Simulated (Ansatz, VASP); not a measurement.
**TiAl: VASP beside Ansatz**

```xyz
2
Lattice="2.6272 0.0000 0.0000 -1.3136 2.2752 0.0000 0.0000 0.0000 5.5722" Properties=species:S:1:pos:R:3 pbc="T T T"
Ti    0.0000    0.0000    0.0000
Al    0.0000    1.5168    2.7861
```

Alike in both runs: task single point; functional PBE; k mesh 21 × 21 × 12; occupations gaussian, width 0.15 eV; no spin polarisation.

|  | VASP | Ansatz |
| --- | --- | --- |
| version | VASP 6.6.1 | Ansatz 0.2.0 |
| potentials or method | VASP PAW PBE potentials, release 64 (Ti_sv, Al), cutoff 520 eV | scalar-relativistic, plane waves, PAW |
| valence electrons in the cell | 15 | 15 |

|  | VASP | Ansatz | Ansatz less VASP |
| --- | --- | --- | --- |
| gap on the k mesh at the Fermi level (eV) | none | none | - |
| pressure (GPa) | 5.5 | 5.6 | +0.14 |
| traceless stress, the component that is largest in VASP (GPa) | -28.93 | -29.05 | -0.120 |

A gap of «none» marks a metal or a gap that the smearing closes.
